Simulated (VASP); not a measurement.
# Na (Im-3m) in VASP: notebook

The runs below take Na through single point, with LDA.

All numbers are computed with VASP 6.6.1; they aren't measurements. Logs are shortened: lines on timing, memory, paths and dates and some standing lists are left out, and cuts for length are marked.

### 1 The cell of the first run

The structure is cubic, space group Im-3m (No. 229). Conventional cell: a = 4.057 Å, b = 4.057 Å, c = 4.057 Å, α = 90.00°, β = 90.00°, γ = 90.00°. Na (site symmetry m-3m) has 14 Na at 3.51 to 4.06 Å within 4.6 Å.

### 2 Single point, LDA

The input, INCAR:

```
SYSTEM = Na
ALGO     = Normal         ! electronic algorithm
EDIFF    = 1E-7           ! SCF threshold, eV
ENCUT    = 520            ! plane-wave cutoff, eV
GGA      = CA             ! functional
ISIF     = 2              ! what is computed and relaxed
ISMEAR   = 0              ! smearing method
LASPH    = .True.         ! aspherical terms in the spheres
LCHARG   = .True.         ! write CHGCAR
LELF     = .True.         ! ELF
LREAL    = .False.        ! projectors in reciprocal space
LVHAR    = .True.       
LWAVE    = .False.        ! write WAVECAR
NBANDS   = 10             ! bands
NELM     = 60             ! most SCF steps
PREC     = Accurate       ! precision mode
SIGMA    = 1.0            ! smearing width, eV
```

The input, KPOINTS:

```
k-points
0
Gamma
  11 11 11
  0 0 0
```

The input, POSCAR:

```
Na
1.0
   -2.0287155323      2.0287155323      2.0287155323
    2.0287155323     -2.0287155323      2.0287155323
    2.0287155323      2.0287155323     -2.0287155323
Na
1
Direct
    0.0000000000      0.0000000000      0.0000000000
```

Potentials or basis: VASP PAW LDA potentials, release 64 (Na_pv).

Launch:

```console
$ cat potpaw_LDA.64/Na_pv/POTCAR > POTCAR
$ mpirun -np 1 vasp_std > vasp.out
```

OUTCAR:

```text
SYSTEM = Na
   EDIFF = 1E-7
   ENCUT = 520
   GGA = CA
   ISIF = 2
   ISMEAR = 0
   LASPH = .True.
   LREAL = .False.
   NELM = 60
   PREC = Accurate

 ion  position               nearest neighbor table
   1  0.000  0.000  0.000-

  LATTYP: Found a body centered cubic cell.
 ALAT       =     4.0574310646

  Lattice vectors:

 A1 = (  -2.0287155323,   2.0287155323,   2.0287155323)
 A2 = (   2.0287155323,  -2.0287155323,   2.0287155323)
 A3 = (   2.0287155323,   2.0287155323,  -2.0287155323)

Analysis of symmetry for initial positions (statically):
=====================================================================
 Subroutine PRICEL returns:
 Original cell was already a primitive cell.

 Routine SETGRP: Setting up the symmetry group for a
 body centered cubic supercell.

 Subroutine GETGRP returns: Found 48 space group operations
 (whereof 48 operations were pure point group operations)
 out of a pool of 48 trial point group operations.

The static configuration has the point symmetry O_h .

Analysis of symmetry for dynamics (positions and initial velocities):
=====================================================================
 Subroutine PRICEL returns:
 Original cell was already a primitive cell.

 Routine SETGRP: Setting up the symmetry group for a
 body centered cubic supercell.

 Subroutine GETGRP returns: Found 48 space group operations
 (whereof 48 operations were pure point group operations)
 out of a pool of 48 trial point group operations.

The dynamic configuration has the point symmetry O_h .

 Subroutine INISYM returns: Found 48 space group operations
 (whereof 48 operations are pure point group operations),
 and found     1 'primitive' translations

----------------------------------------------------------------------------------------

                                     Primitive cell

  volume of cell :      33.3982

  direct lattice vectors                    reciprocal lattice vectors
    -2.028715532  2.028715532  2.028715532     0.000000000  0.246461365  0.246461365
     2.028715532 -2.028715532  2.028715532     0.246461365  0.000000000  0.246461365
     2.028715532  2.028715532 -2.028715532     0.246461365  0.246461365  0.000000000

  length of vectors
     3.513838376  3.513838376  3.513838376     0.348549005  0.348549005  0.348549005

  position of ions in fractional coordinates (direct lattice)
     0.000000000  0.000000000  0.000000000

  ion indices of the primitive-cell ions
   primitive index   ion index
                 1           1

----------------------------------------------------------------------------------------

 KPOINTS: k-points

Automatic generation of k-mesh.
 Grid dimensions read from file:
 generate k-points for:   11   11   11

 Generating k-lattice:

  Cartesian coordinates                     Fractional coordinates (reciprocal lattice)
     0.000000000  0.022405579  0.022405579     0.090909091  0.000000000  0.000000000
     0.022405579  0.000000000  0.022405579     0.000000000  0.090909091  0.000000000
     0.022405579  0.022405579  0.000000000     0.000000000  0.000000000  0.090909091

  Length of vectors
     0.031686273  0.031686273  0.031686273

  Shift w.r.t. Gamma in fractional coordinates (k-lattice)
     0.000000000  0.000000000  0.000000000

 Subroutine IBZKPT returns following result:
 ===========================================

 Found     56 irreducible k-points:

 Following reciprocal coordinates:
            Coordinates               Weight
  0.000000  0.000000  0.000000      1.000000
  0.090909  0.000000  0.000000     12.000000
  0.181818  0.000000  0.000000     12.000000
  0.272727  0.000000  0.000000     12.000000
  0.363636  0.000000  0.000000     12.000000
  0.454545  0.000000  0.000000     12.000000
[... 16 lines left out ...]
  0.272727  0.181818  0.090909     48.000000
  0.363636  0.181818  0.090909     24.000000
 [... further k-points ...]
   k-points           NKPTS =     56   k-points in BZ     NKDIM =     56   number of bands    NBANDS=     10
   number of dos      NEDOS =    301   number of ions     NIONS =      1
   total plane-waves  NPLWV =  21952
   dimension x,y,z NGX =    28 NGY =   28 NGZ =   28
   dimension x,y,z NGXF=    56 NGYF=   56 NGZF=   56
   ions per type =               1
   NGX,Y,Z   is equivalent  to a cutoff of  13.25, 13.25, 13.25 a.u.
   NGXF,Y,Z  is equivalent  to a cutoff of  26.49, 26.49, 26.49 a.u.
 SYSTEM =  Na
   PREC   = accura    normal or accurate (medium, high low for compatibility)
   ISTART =      0    job   : 0-new  1-cont  2-samecut
   ICHARG =      2    charge: 1-file 2-atom 10-const
   ISPIN  =      1    spin polarized calculation?
   LNONCOLLINEAR =      F non collinear calculations
   LSORBIT =      F    spin-orbit coupling
   LASPH  =      T    aspherical Exc in radial PAW
   ENCUT  =  520.0 eV  38.22 Ry    6.18 a.u.   6.53  6.53  6.53*2*pi/ulx,y,z
   NELM   =     60;   NELMIN=  2; NELMDL= -5     # of ELM steps
   EDIFF  = 0.1E-06   stopping-criterion for ELM
   LREAL  =      F    real-space projection
   EDIFFG = 0.1E-05   stopping-criterion for IOM
   NSW    =      0    number of steps for IOM
   IBRION =     -1    ionic relax: 0-MD 1-quasi-New 2-CG
   NFREE  =      0    steps in history (QN), initial steepest desc. (CG)
   ISIF   =      2    stress and relaxation
   ISYM   =      2    0-nonsym 1-usesym 2-fastsym
   POTIM  = 0.5000    time-step for ionic-motion
   TEBEG  =    0.0;   TEEND  =   0.0 temperature during run
   PSTRESS=    0.0 pullay stress
   NELECT =       7.0000    total number of electrons
   NUPDOWN=      -1.0000    fix difference up-down
   EMIN   =  10.00;   EMAX   =-10.00  energy-range for DOS
   EFERMI =   0.00;   METHOD = LEGACY
   ISMEAR =     0;   SIGMA  =   1.00  broadening in eV -4-tet -1-fermi 0-gaus
   EFERMI_NEDOS =   21; number of points for ismear=-14 and -15
   IALGO  =     38    algorithm
   IMIX   =      4    mixing-type and parameters
     AMIX     =   0.40;   BMIX     =  1.00
     AMIX_MAG =   1.60;   BMIX_MAG =  1.00
  volume/ion in A,a.u.               =      33.40       225.38
  Fermi-wavevector in a.u.,A,eV,Ry     =   0.972448  1.837660 12.866417  0.945655
  Thomas-Fermi vector in A             =   2.102747
   LORBIT       =      0    0 simple, 1 ext, 2 COOP (PROOUT), +10 PAW based schemes
   GGA     = CA    functional components
   LHFCALC =     F    Hartree Fock is set to
   AEXX    =    0.0000 exact exchange contribution
   IVDW    =     0    specifies the selected vdW correction
   LEPSILON=     F    determine dielectric tensor
   LRPA    =     F    only Hartree local field effects (RPA)
 non-spin polarized calculation
 Gauss-broadening in eV      SIGMA  =   1.00
  energy-cutoff  :      520.00
  volume of cell :       33.40
 maximum number of plane-waves:       935
 NGX is ok and might be reduce to    28
   NGX = 13   NGY = 13   NGZ = 13

 number of electron       7.0000010 magnetization

 Free energy of the ion-electron system (eV)
  ---------------------------------------------------
  ext. energy  EPLUGINS =         0.00000000
  ---------------------------------------------------
  free energy    TOTEN  =        -1.56556337 eV

  energy without entropy =       -1.34467986  energy(sigma->0) =       -1.45512162

 E-fermi :   0.4259     XC(G=0):  -7.0280

 val. band max:        0.2876828467   @ k =  -0.2727   0.4545   0.0909
 cond. band min:       0.4323863489   @ k =  -0.3636   0.4545   0.0909
 fundamental gap:      0.1447035022
 Fermi energy:         0.4259442429

 k-point     1 :       0.0000    0.0000    0.0000
  band No.  band energies     occupation
      1     -24.4002      2.00000
      2     -24.4002      2.00000
      3     -24.4002      2.00000
      4      -3.0435      2.00000
      5      12.7856      0.00000
      6      12.7856      0.00000
      7      12.7856      0.00000
      8      13.9571      0.00000
      9      13.9571      0.00000
     10      14.6637      0.00000

 k-point     2 :       0.0909    0.0000    0.0000
  band No.  band energies     occupation
      1     -24.4044      2.00000
      2     -24.4016      2.00000
      3     -24.4002      2.00000
      4      -2.8867      2.00000
      5      11.0784      0.00000
      6      11.9690      0.00000
      7      12.2953      0.00000
      8      12.9768      0.00000
      9      13.3187      0.00000
     10      15.0018      0.00000

 k-point     3 :       0.1818    0.0000    0.0000
  band No.  band energies     occupation
      1     -24.4157      2.00000
      2     -24.4053      2.00000
      3     -24.4002      2.00000
      4      -2.4196      1.99994
      5       8.5956      0.00000
      6      10.8781      0.00000
      7      11.5266      0.00000
      8      11.9435      0.00000
      9      12.8934      0.00000
     10      15.1987      0.00000

 k-point     4 :       0.2727    0.0000    0.0000
  band No.  band energies     occupation
      1     -24.4304      2.00000
      2     -24.4102      2.00000
      3     -24.4002      2.00000
      4      -1.6516      1.99670
      5       6.2860      0.00000
      6      10.0131      0.00000
      7      10.8918      0.00000
      8      11.1618      0.00000
      9      12.3192      0.00000
     10      15.8631      0.00000
[... 222 lines left out ...]
 k-point    22 :       0.1818    0.1818    0.0909
  band No.  band energies     occupation
      1     -24.4406      2.00000
      2     -24.4131      2.00000
      3     -24.4067      2.00000
      4      -0.4485      1.78381
      5       5.4950      0.00000
      6       6.1405      0.00000
      7       8.0044      0.00000
      8      14.7441      0.00000
      9      15.3727      0.00000
     10      16.6602      0.00000

 k-point    23 :       0.2727    0.1818    0.0909
  band No.  band energies     occupation
      1     -24.4430      2.00000
      2     -24.4200      2.00000
      3     -24.4079      2.00000
      4       0.7203      0.67723
      5       3.8542      0.00000
      6       5.5031      0.00000
      7       7.5089      0.00000
      8      14.6861      0.00000
      9      15.8856      0.00000
     10      16.7973      0.00000

 k-point    24 :       0.3636    0.1818    0.0909
  band No.  band energies     occupation
      1     -24.4430      2.00000
      2     -24.4236      2.00000
      3     -24.4082      2.00000
      4       1.9161      0.03508
      5       2.4406      0.00438
      6       5.3418      0.00000
      7       7.3510      0.00000
      8      14.5964      0.00000
      9      16.0242      0.00000
     10      17.1955      0.00000

 [... further k-points ...]
[... 5 lines left out ...]
  --------------------------------------------------------------------------------------
  -------------------------------------------------------------------------------------
  Total        0.0511795      0.0511795      0.0511795      0.0000000     -0.0000000      0.0000000
  in kB        2.4551775      2.4551775      2.4551775      0.0000000     -0.0000000      0.0000000
  external PRESSURE =       2.4551775 kB  Pullay stress =       0.0000000 kB

 VOLUME and BASIS-vectors are now :
 -----------------------------------------------------------------------------
  energy-cutoff  :      520.00
  volume of cell :       33.40
      direct lattice vectors                 reciprocal lattice vectors
    -2.028715532  2.028715532  2.028715532     0.000000000  0.246461365  0.246461365
     2.028715532 -2.028715532  2.028715532     0.246461365  0.000000000  0.246461365
     2.028715532  2.028715532 -2.028715532     0.246461365  0.246461365  0.000000000

 POSITION                                       TOTAL-FORCE (eV/Angst)
 -----------------------------------------------------------------------------------
      0.00000      0.00000      0.00000         0.000000     -0.000000      0.000000
 -----------------------------------------------------------------------------------
    total drift:                               -0.000000     -0.000000     -0.000000

  FREE ENERGIE OF THE ION-ELECTRON SYSTEM (eV)
  ---------------------------------------------------
  free  energy   TOTEN  =        -1.5655633712 eV

  energy  without entropy=       -1.3446798598  energy(sigma->0) =       -1.45512162
```

Run time: 8.9 s. Hardware: 1 thread of Intel Xeon Platinum 8488C (Sapphire Rapids), shared host; peak memory 0.14 GiB.

Results:

```yaml
Free_energy: -1.5656 eV
Pressure: 0.2 GPa
```

Levels at points of the mesh, in eV from the Fermi level:
| k point | band 1 | band 2 | band 3 | band 4 | band 5 | band 6 |
| --- | --- | --- | --- | --- | --- | --- |
| (0.00, 0.00, 0.00) | -24.83 | -24.83 | -24.83 | -3.47 | 12.36 | 12.36 |

[end of part 1 of 2]
